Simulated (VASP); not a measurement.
Wanted: the native input for a VASP 6.6.1 run.

* Task: single point
* Functional: PBE
* Potentials or basis: VASP PAW PBE potentials, release 64 (Bi_d, H)
* Cutoff: 520 eV
* k mesh: 16 × 16 × 1
* Occupations: gaussian, width 0.1 eV
* Spin: no spin polarisation
* Dipole correction: yes
* Further INCAR settings: ALGO = Normal; EDIFF = 1e-06; NBANDS = 15

The structure of BiH lies in POSCAR:

```
BiH
1.0
    3.2930630955      0.4483712365      0.0000000000
   -0.4490238853      3.2929741674      0.0000000000
    0.0000000000      0.0000000000     23.8000000000
Bi H
1 1
Direct
    0.0000000000      0.0000000000      0.2941176471
    0.5000000000      0.5000000000      0.2941176471
```

The input as run:

INCAR

```
SYSTEM = BiH
  PREC = Accurate
  ENCUT = 520
  EDIFF = 1E-6
  ISMEAR = 0
  SIGMA = 0.1
  LREAL = .False.
  LASPH = .True.
  NELM = 100
  ALGO = Normal
  ISIF = 2
  LWAVE = .False.
  LCHARG = .False.
  LDIPOL = .True.
  IDIPOL = 3
  DIPOL = 0.5 0.5 0.294
  GGA = PE
  NBANDS = 15
```

KPOINTS

```
regular mesh
0
Gamma
  16 16 1
  0 0 0
```

Potentials or basis: VASP PAW PBE potentials, release 64 (Bi_d, H).

Run with:

```sh
$ cat potpaw_PBE.64/Bi_d/POTCAR potpaw_PBE.64/H/POTCAR > POTCAR
$ mpirun -np 1 vasp_std > vasp.out
```

Results of the run:

```
Band gap on the k mesh : zero (band 8 reaches -2.55 eV, above the bottom of band 9 at -5.69 eV)
```

Caveat: spin-orbit coupling is left out, which moves the levels of the heavy elements.

Run time: 8.6 min on 1 thread of AMD EPYC 7R43 64-Core Processor (Zen 3), on a shared host, peak memory 0.5 GiB.
